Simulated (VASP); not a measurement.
# Al (P1) in VASP: a series of runs

The runs below take Al through single point, with PBE+D3(BJ).

Everything below comes from runs of VASP 6.6.1. Logs are shortened: lines on timing, memory, paths and dates and some standing lists are left out, and cuts for length are marked.

## Step 1: The cell of the first run

The typed cell holds 18 atoms: a = 6.886 Å, b = 6.886 Å, c = 6.886 Å, α = 75.56°, β = 75.56°, γ = 75.56°.

## Step 2: Single point, PBE+D3(BJ) (dynamics (nvt nose hoover) at 200 K, volume x 1.0, from the last frame before)

The input, INCAR:

```
SYSTEM = Al
PREC = Accurate
ENCUT = 520
EDIFF = 1E-6
ISMEAR = -1
SIGMA = 0.05
LREAL = Auto
LASPH = .True.
NELM = 100
ALGO = Normal
ISIF = 2
LWAVE = .False.
LCHARG = .False.
GGA = PE
IVDW = 12
NBANDS = 42
```

The input, KPOINTS:

```
regular mesh
0
Gamma
  3 3 3
  0 0 0
```

The input, POSCAR:

```
Al
1.0
    4.2186830273      2.4356577814     -4.8668500000
   -0.0000000001     -4.8713155628     -4.8668500000
   -4.2186830272      2.4356577814     -4.8668500000
Al
18
Direct
    0.9697785851      0.3087499904      0.9796190969
    0.9806583452      0.9713277747      0.3069265238
    0.3070260130      0.2929614969      0.6405500040
    0.6336673735      0.3031733250      0.3229801302
    0.3099942781      0.9667142037      0.9594791960
    0.9637177188      0.6226478789      0.6458073683
    0.3099982104      0.6477528082      0.2900213599
    0.6468758454      0.9738274244      0.6403923054
    0.6364570344      0.6325216594      0.9678749179
    0.0331108750      0.3811606631      0.3593399354
    0.0166835516      0.0118518615      0.7016013284
    0.3627781945      0.3663173698      0.0209807685
    0.7055057757      0.3579639605      0.6960476107
    0.3474830012      0.0407534989      0.3716813112
    0.0285966423      0.6944022919      0.0336972862
    0.3693233043      0.7057999517      0.6755781217
    0.6902225135      0.0226791323      0.0192861142
    0.6881227881      0.6993946400      0.3681364343
```

Potentials or basis: VASP PAW PBE potentials, release 64 (Al).

Run with:

```console
> cat potpaw_PBE.64/Al/POTCAR > POTCAR
> mpirun -np 1 vasp_std > vasp.out
```

OUTCAR:

```text
SYSTEM = Al
   PREC = Accurate
   ENCUT = 520
   EDIFF = 1E-6
   ISMEAR = -1
   LREAL = Auto
   LASPH = .True.
   NELM = 100
   ISIF = 2
   GGA = PE
   IVDW = 12
 IVDW          = 12

 ion  position               nearest neighbor table
   1  0.970  0.309  0.980-   6 2.74   9 2.77   2 2.81   3 2.86   4 2.87   5 2.88  13 2.89  15 2.91
                            12 2.92  10 2.93  17 3.00  11 3.04
   2  0.981  0.971  0.307-   7 2.76   1 2.81   8 2.81  14 2.84   5 2.86   4 2.87  11 2.88   6 2.90
                            15 2.91  18 2.97  10 3.05  17 3.05
   3  0.307  0.293  0.641-   4 2.72   5 2.72  14 2.76   8 2.78   6 2.84   1 2.86  10 2.89  12 2.92
                             7 2.98  11 3.00  13 3.02  16 3.05
   4  0.634  0.303  0.323-   3 2.72   8 2.73   7 2.83  13 2.86   2 2.87   1 2.87   9 2.89  14 2.90
                            18 2.94  10 3.01  12 3.01  17 3.08
   5  0.310  0.967  0.959-   3 2.72   7 2.74   8 2.77   9 2.79   2 2.86  16 2.86  17 2.88   1 2.88
                            15 2.89  11 2.92  12 3.01  14 3.09
   6  0.964  0.623  0.646-   1 2.74   9 2.74  13 2.76  10 2.77   8 2.82   3 2.84  18 2.89   2 2.90
                            11 2.92   7 2.97  15 2.99  16 3.05
   7  0.310  0.648  0.290-   9 2.74   5 2.74   2 2.76   4 2.83  15 2.84  10 2.84  12 2.90  18 2.91
                            16 2.92   6 2.97   3 2.98  14 2.98
   8  0.647  0.974  0.640-   4 2.73  11 2.77   5 2.77   3 2.78  17 2.81   2 2.81   6 2.82   9 2.82
                            18 2.90  13 2.90  16 2.90  14 2.98
   9  0.636  0.633  0.968-   7 2.74   6 2.74   1 2.77   5 2.79   8 2.82  12 2.84  13 2.86   4 2.89
[... 5 lines left out ...]
  12  0.363  0.366  0.021-  15 2.80  13 2.82  10 2.82  17 2.83   9 2.84  14 2.86  16 2.89   7 2.90
                             3 2.92   1 2.92   5 3.01   4 3.01
  13  0.706  0.358  0.696-   6 2.76  11 2.78  17 2.78  10 2.81  12 2.82  18 2.83   9 2.86   4 2.86
                            16 2.89   1 2.89   8 2.90   3 3.02
  14  0.347  0.041  0.372-  16 2.70   3 2.76  10 2.77  11 2.79   2 2.84  12 2.86  18 2.88   4 2.90
                            17 2.94   7 2.98   8 2.98   5 3.09
  15  0.029  0.694  0.034-  10 2.70  11 2.74  12 2.80  17 2.82   7 2.84  18 2.85   5 2.89   2 2.91
                             1 2.91  16 2.95   6 2.99   9 2.99
  16  0.369  0.706  0.676-  18 2.64  14 2.70  11 2.79   5 2.86  13 2.89  12 2.89   8 2.90   7 2.92
                             9 2.93  15 2.95   6 3.05   3 3.05
  17  0.690  0.023  0.019-  11 2.72  13 2.78   8 2.81  15 2.82  12 2.83  18 2.84   5 2.88   9 2.92
                            14 2.94   1 3.00   2 3.05   4 3.08
  18  0.688  0.699  0.368-  16 2.64  10 2.80  13 2.83  17 2.84  15 2.85  14 2.88   6 2.89   8 2.90
                             7 2.91   4 2.94   2 2.97   9 3.02

  LATTYP: Found a trigonal (rhomboedric) cell.
 ALAT       =     6.8859236298
 COS(alpha) =     0.2493121556

  Lattice vectors:

 A1 = (   4.2186830273,   2.4356577814,  -4.8668500000)
 A2 = (  -0.0000000001,  -4.8713155628,  -4.8668500000)
 A3 = (  -4.2186830272,   2.4356577814,  -4.8668500000)

Analysis of symmetry for initial positions (statically):
=====================================================================
 Subroutine PRICEL returns:
 Original cell was already a primitive cell.

 Routine SETGRP: Setting up the symmetry group for a
 trigonal (rhombohedral) supercell.

 Subroutine GETGRP returns: Found  1 space group operations
 (whereof  1 operations were pure point group operations)
 out of a pool of 12 trial point group operations.

The static configuration has the point symmetry C_1 .

Analysis of symmetry for dynamics (positions and initial velocities):
=====================================================================
 Subroutine PRICEL returns:
 Original cell was already a primitive cell.

 Routine SETGRP: Setting up the symmetry group for a
 trigonal (rhombohedral) supercell.

 Subroutine GETGRP returns: Found  1 space group operations
 (whereof  1 operations were pure point group operations)
 out of a pool of 12 trial point group operations.

The dynamic configuration has the point symmetry C_1 .

 Subroutine INISYM returns: Found  1 space group operations
 (whereof  1 operations are pure point group operations),
 and found     1 'primitive' translations

----------------------------------------------------------------------------------------

                                     Primitive cell

  volume of cell :     300.0491

  direct lattice vectors                    reciprocal lattice vectors
     4.218683027  2.435657781 -4.866850000     0.118520400  0.068427785 -0.068490571
    -0.000000000 -4.871315563 -4.866850000     0.000000000 -0.136855570 -0.068490571
    -4.218683027  2.435657781 -4.866850000    -0.118520400  0.068427785 -0.068490571

  length of vectors
[... 60 lines left out ...]

  Shift w.r.t. Gamma in fractional coordinates (k-lattice)
     0.000000000  0.000000000  0.000000000

 Subroutine IBZKPT returns following result:
 ===========================================

 Found     14 irreducible k-points:

 Following reciprocal coordinates:
            Coordinates               Weight
  0.000000  0.000000  0.000000      1.000000
  0.333333 -0.000000  0.000000      2.000000
 -0.000000  0.333333 -0.000000      2.000000
  0.000000 -0.000000  0.333333      2.000000
  0.333333  0.333333 -0.000000      2.000000
 -0.333333  0.000000 -0.333333      2.000000
  0.000000  0.333333  0.333333      2.000000
 -0.333333  0.333333 -0.000000      2.000000
  0.333333 -0.000000 -0.333333      2.000000
  0.000000 -0.333333  0.333333      2.000000
  0.333333  0.333333  0.333333      2.000000
 -0.333333  0.333333  0.333333      2.000000
  0.333333 -0.333333  0.333333      2.000000
  0.333333  0.333333 -0.333333      2.000000
   k-points           NKPTS =     14   k-points in BZ     NKDIM =     14   number of bands    NBANDS=     42
   number of dos      NEDOS =    301   number of ions     NIONS =     18
   total plane-waves  NPLWV = 157464
   dimension x,y,z NGX =    54 NGY =   54 NGZ =   54
   dimension x,y,z NGXF=   108 NGYF=  108 NGZF=  108
   ions per type =              18
   NGX,Y,Z   is equivalent  to a cutoff of  13.04, 13.04, 13.04 a.u.
   NGXF,Y,Z  is equivalent  to a cutoff of  26.07, 26.07, 26.07 a.u.
 SYSTEM =  Al
   PREC   = accura    normal or accurate (medium, high low for compatibility)
   ISTART =      0    job   : 0-new  1-cont  2-samecut
   ICHARG =      2    charge: 1-file 2-atom 10-const
   ISPIN  =      1    spin polarized calculation?
   LNONCOLLINEAR =      F non collinear calculations
   LSORBIT =      F    spin-orbit coupling
   LASPH  =      T    aspherical Exc in radial PAW
   ENCUT  =  520.0 eV  38.22 Ry    6.18 a.u.  12.80 12.80 12.80*2*pi/ulx,y,z
   NELM   =    100;   NELMIN=  2; NELMDL= -5     # of ELM steps
   EDIFF  = 0.1E-05   stopping-criterion for ELM
   LREAL  =      T    real-space projection
   EDIFFG = 0.1E-04   stopping-criterion for IOM
   NSW    =      0    number of steps for IOM
   IBRION =     -1    ionic relax: 0-MD 1-quasi-New 2-CG
   NFREE  =      0    steps in history (QN), initial steepest desc. (CG)
   ISIF   =      2    stress and relaxation
   ISYM   =      2    0-nonsym 1-usesym 2-fastsym
   POTIM  = 0.5000    time-step for ionic-motion
   TEBEG  =    0.0;   TEEND  =   0.0 temperature during run
   PSTRESS=    0.0 pullay stress
   NELECT =      54.0000    total number of electrons
   NUPDOWN=      -1.0000    fix difference up-down
   EMIN   =  10.00;   EMAX   =-10.00  energy-range for DOS
   EFERMI =   0.00;   METHOD = LEGACY
   ISMEAR =    -1;   SIGMA  =   0.05  broadening in eV -4-tet -1-fermi 0-gaus
   EFERMI_NEDOS =   21; number of points for ismear=-14 and -15
   IALGO  =     38    algorithm
   IMIX   =      4    mixing-type and parameters
     AMIX     =   0.40;   BMIX     =  1.00
     AMIX_MAG =   1.60;   BMIX_MAG =  1.00
  volume/ion in A,a.u.               =      16.67       112.49
  Fermi-wavevector in a.u.,A,eV,Ry     =   0.924291  1.746656 11.623640  0.854313
  Thomas-Fermi vector in A             =   2.050021
   LORBIT       =      0    0 simple, 1 ext, 2 COOP (PROOUT), +10 PAW based schemes
   GGA     = PE    functional components
   LHFCALC =     F    Hartree Fock is set to
   AEXX    =    0.0000 exact exchange contribution
   IVDW    =    12    specifies the selected vdW correction
   LEPSILON=     F    determine dielectric tensor
   LRPA    =     F    only Hartree local field effects (RPA)
 non-spin polarized calculation
  energy-cutoff  :      520.00
  volume of cell :      300.05
 maximum number of plane-waves:      8148
 NGX is ok and might be reduce to    54
   NGX = 25   NGY = 25   NGZ = 25

 number of electron      54.0000000 magnetization

 Free energy of the ion-electron system (eV)
  ---------------------------------------------------
  ext. energy  EPLUGINS =         0.00000000
  ---------------------------------------------------
  free energy    TOTEN  =       -66.43027674 eV

  energy without entropy =      -66.31772676  energy(sigma->0) =      -66.37400175

 E-fermi :   7.9498     XC(G=0): -10.1550

 val. band max:        7.9243832200   @ k =  -0.3333   0.0000  -0.3333
 cond. band min:       7.9598769868   @ k =   0.0000  -0.0000   0.3333
 fundamental gap:      0.0354937668
 Fermi energy:         7.9498373940

 k-point     1 :       0.0000    0.0000    0.0000
  band No.  band energies     occupation
      1      -3.1931      2.00000
      2       0.0529      2.00000
      3       0.1233      2.00000
      4       0.1726      2.00000
      5       0.2695      2.00000
      6       0.2800      2.00000
[... 577 lines left out ...]
     38       9.9813      0.00000
     39      10.4807      0.00000
 [bands above 39 left out]

------------------------ aborting loop because EDIFF is reached ----------------------------------------

 Edisp (eV)   -5.99188

 E8    (eV) :    -2.6796

  FORCE on cell =-STRESS in cart. coord.  units (eV):
  Direction    XX          YY          ZZ          XY          YZ          ZX
  --------------------------------------------------------------------------------------
  -------------------------------------------------------------------------------------
  Total      -2.77161    -2.51254    -7.82574    -0.10784    -0.40089     0.15600
  in kB     -14.79963   -13.41623   -41.78723    -0.57584    -2.14064     0.83301
  external pressure =      -23.33 kB  Pullay stress =        0.00 kB

 VOLUME and BASIS-vectors are now :
 -----------------------------------------------------------------------------
  energy-cutoff  :      520.00
  volume of cell :      300.05
      direct lattice vectors                 reciprocal lattice vectors
     4.218683027  2.435657781 -4.866850000     0.118520400  0.068427785 -0.068490571
    -0.000000000 -4.871315563 -4.866850000     0.000000000 -0.136855570 -0.068490571
    -4.218683027  2.435657781 -4.866850000    -0.118520400  0.068427785 -0.068490571

 POSITION                                       TOTAL-FORCE (eV/Angst)
 -----------------------------------------------------------------------------------
     -0.04151      3.24405    -10.99007        -0.067048      0.297622      0.057705
      2.84226     -1.59553    -10.99379        -0.062437     -0.192252      0.070422
     -1.40703      0.88086     -6.03751        -0.192482     -0.374648     -0.310866
      1.31069      0.85321     -6.13136         0.475147     -0.180411      0.047155
     -2.73997     -1.61717    -10.88319        -0.312841     -0.172056     -0.178102
      1.34116      0.88714    -10.86365         0.388871     -0.175163     -0.511144
[... 10 lines left out ...]
      2.83047      1.61764     -3.56345        -0.427166      0.108075     -0.324330
      1.34992     -0.83429     -8.54450         0.409869     -0.172278      0.096587
 -----------------------------------------------------------------------------------
    total drift:                                0.002429     -0.001984     -0.003742

  FREE ENERGIE OF THE ION-ELECTRON SYSTEM (eV)
  ---------------------------------------------------
  free  energy   TOTEN  =       -72.4221547522 eV

  energy  without entropy=      -72.3096047743  energy(sigma->0) =      -72.36587976
```

Wall time 3 min (1 thread of Intel Xeon Platinum 8488C (Sapphire Rapids), shared host); peak memory 0.4 GiB.

What came out:

```
Free energy                : -72.4222 eV
Pressure                   : -2.3 GPa
Largest force              : 0.725 eV/Å
Band gap on the k mesh     : zero (band 27 reaches 8.42 eV, above the bottom of band 28 at 7.70 eV)
Dispersion energy per atom : -0.333 eV
```

Forces on the atoms (eV/Å):
```
Al  -0.067  0.298  0.058
Al  -0.062 -0.192  0.070
Al  -0.192 -0.375 -0.311
Al   0.475 -0.180  0.047
Al  -0.313 -0.172 -0.178
Al   0.389 -0.175 -0.511
Al  -0.316  0.281 -0.206
Al   0.049  0.030  0.242
Al  -0.071  0.130 -0.212
Al  -0.097  0.312  0.352
Al   0.314 -0.093 -0.213
Al   0.050  0.134  0.106
Al  -0.197 -0.087  0.247
Al   0.514 -0.041  0.233
Al   0.087 -0.171  0.202
Al  -0.546  0.368  0.304
Al  -0.427  0.108 -0.324
Al   0.410 -0.172  0.097
```

Caveat: pairwise dispersion overbinds metals, which lowers pressure and volume.

## Step 3: Single point, PBE+D3(BJ) (dynamics (nvt nose hoover) at 200 K, volume x 1.0, from the last frame before)

The input, INCAR:

```
SYSTEM = Al
PREC     = Accurate       ! precision mode
ENCUT    = 520            ! plane-wave cutoff, eV
EDIFF    = 1E-7           ! SCF threshold, eV
ISMEAR   = -1             ! smearing method
SIGMA    = 0.05           ! smearing width, eV
LREAL    = Auto         
LASPH    = .TRUE.         ! aspherical terms in the spheres
NELM     = 100            ! most SCF steps
ALGO     = Normal         ! electronic algorithm
ISIF     = 2              ! what is computed and relaxed
LWAVE    = .FALSE.        ! write WAVECAR
LCHARG   = .TRUE.         ! write CHGCAR
GGA      = PE             ! functional
IVDW     = 12             ! dispersion correction
LELF     = .TRUE.         ! ELF
LVHAR    = .TRUE.       
NBANDS   = 42             ! bands
```

The input, KPOINTS:

```
regular mesh
0
G
  3 3 3
  0 0 0
```

The input, POSCAR:

```
Al
1.0
    4.2186830273      2.4356577814     -4.8668500000
   -0.0000000001     -4.8713155628     -4.8668500000
   -4.2186830272      2.4356577814     -4.8668500000
Al
18
Direct
    0.9695782837      0.3002998903      0.9922303767
    0.9817496772      0.9756564709      0.3058366064
    0.3017906054      0.3002281165      0.6459065275
    0.6391382369      0.3068019728      0.3210164460
    0.3046053050      0.9703732074      0.9570629517
    0.9736975207      0.6224398135      0.6464133917
    0.3127929908      0.6496546129      0.2940297893
    0.6510390969      0.9693686058      0.6366711059
    0.6382650409      0.6257330201      0.9715538874
    0.0339250855      0.3826166241      0.3605040181
    0.0181771536      0.0051195507      0.7006524620
    0.3660242539      0.3651281539      0.0137427503
    0.7044647617      0.3539322221      0.6974007088
    0.3462740107      0.0501652876      0.3613237311
    0.0257654285      0.6962800237      0.0299643693
    0.3619367966      0.6976230267      0.6754334474
    0.6808912656      0.0202459396      0.0318235394
    0.6898843493      0.7083335295      0.3584337542
```

Potentials or basis: VASP PAW PBE potentials, release 64 (Al).

Run with:

```console
> cat potpaw_PBE.64/Al/POTCAR > POTCAR
> mpirun -np 1 vasp_std > vasp.out
```

Wall time 3.8 min (1 thread of Intel Xeon Platinum 8488C (Sapphire Rapids), shared host); peak memory 0.4 GiB.

It converged, with:

| Item | Value |
| --- | --- |
| Free energy | -72.5117 eV |
| Pressure | -2.4 GPa |
| Largest force | 0.545 eV/Å |
| Band gap on the k mesh | zero (band 27 reaches 8.43 eV, above the bottom of band 28 at 7.73 eV) |
| Dispersion energy per atom | -0.333 eV |

Forces in eV/Å, atoms in the order of the input:
```
Al   0.209 -0.129  0.185
Al  -0.148  0.052  0.158
Al   0.159 -0.121  0.006
Al   0.124 -0.113  0.084
Al  -0.095  0.106 -0.020
Al   0.056 -0.210 -0.113
Al  -0.184  0.142  0.049
Al  -0.228 -0.026  0.308
Al   0.049 -0.151 -0.087
Al  -0.153  0.188  0.201
Al   0.197 -0.326 -0.390
Al  -0.182  0.011 -0.085
Al   0.009 -0.100  0.040
Al   0.192  0.270 -0.023
Al   0.043  0.066  0.036
Al  -0.144  0.218 -0.115
Al   0.120 -0.101 -0.193
Al  -0.023  0.224 -0.044
```

Stress tensor (GPa, compression positive):
```
-1.82 -0.16  0.09
-0.16 -1.41 -0.35
 0.09 -0.35 -3.94
```

Levels at points of the mesh, in eV from the Fermi level:
| k point | band 24 | band 25 | band 26 | band 27 | band 28 | band 29 | band 30 | band 31 |
| --- | --- | --- | --- | --- | --- | --- | --- | --- |
| (0.00, 0.00, 0.00) | 0.18 | 0.24 | 0.28 | 0.30 | 1.73 | 1.76 | 1.78 | 1.81 |

Caveat: pairwise dispersion overbinds metals, which lowers pressure and volume.
